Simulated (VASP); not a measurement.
HfH2: single point with PBEsol

The system is HfH2.

```
Hf H
1.0
    -1.73213    1.73213    2.11884
     1.73213   -1.73213    2.11884
     1.73213    1.73213   -2.11884
Hf H
1 2
Direct
  0.00000 0.00000 0.00000
  0.75000 0.25000 0.50000
  0.25000 0.75000 0.50000
```

| Quantity | Value |
| --- | --- |
| Program | VASP 6.6.1 |
| Task | single point |
| Functional | PBEsol |
| Potentials or basis | VASP PAW PBE potentials, release 64 (Hf_pv, H) |
| Cutoff | 520 eV |
| k mesh | 16 × 16 × 16 |
| Occupations | gaussian, width 0.1 eV |
| Spin | no spin polarisation |
| Dipole correction | no |
| Further INCAR settings | ALGO = Normal; EDIFF = 1e-06; NBANDS = 13 |

```yaml
Pressure: -0.6 GPa
Band_gap_on_the_k_mesh: zero (bands 6 and 7 overlap by 1.22 eV)
```

Levels at points of the mesh, in eV from the Fermi level:
| k point | band 3 | band 4 | band 5 | band 6 | band 7 | band 8 | band 9 | band 10 |
| --- | --- | --- | --- | --- | --- | --- | --- | --- |
| (0.00, 0.00, 0.00) | -30.75 | -11.47 | -1.16 | -0.50 | -0.50 | 0.46 | 1.75 | 3.31 |
| (0.50, 0.00, 0.00) | -30.80 | -8.54 | -5.16 | -0.98 | 0.75 | 3.82 | 4.61 | 5.14 |
| (0.50, 0.50, 0.00) | -30.91 | -6.64 | -5.81 | -4.29 | 3.96 | 4.17 | 5.59 | 6.54 |
| (0.50, 0.50, 0.50) | -31.12 | -7.98 | -4.06 | -3.92 | 4.79 | 4.89 | 4.89 | 5.60 |

Wall time 26 s on 1 thread of Intel(R) Xeon(R) 6975P-C (Granite Rapids), on a shared host, peak memory 0.23 GiB.

Caveat: the PAW data sets were made with another functional, which shifts forces and pressure a little; spin-orbit coupling is left out, which moves the levels of the heavy elements.
